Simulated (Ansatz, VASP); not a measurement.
ZrC: VASP beside Ansatz

```
Zr C
1.0
     0.00000    2.27970    2.42072
     2.27970    0.00000    2.42072
     2.27970    2.27970    0.00000
Zr C
1 1
Direct
  0.50000 0.50000 0.50000
  0.00000 0.00000 0.00000
```

Change from the starting cell: strain -0.030 along x and y, +0.030 along z, atoms carried along.

Alike in both runs: task single point; functional PBE; k mesh 18 × 18 × 18; occupations gaussian, width 0.15 eV; no spin polarisation.

```csv
,VASP,Ansatz
version,VASP 6.6.1,Ansatz 0.2.0
potentials or method,"VASP PAW PBE potentials, release 64 (Zr_sv, C), cutoff 520 eV","scalar-relativistic, plane waves, PAW"
valence electrons in the cell,16,16
```

|  | VASP | Ansatz | Ansatz less VASP |
| --- | --- | --- | --- |
| gap on the k mesh at the Fermi level (eV) | none | none | - |
| pressure (GPa) | 10.7 | 10.4 | -0.26 |
| traceless stress, the component that is largest in VASP (GPa) | -15.76 | -15.68 | +0.084 |

A gap of «none» marks a metal or a gap that the smearing closes.
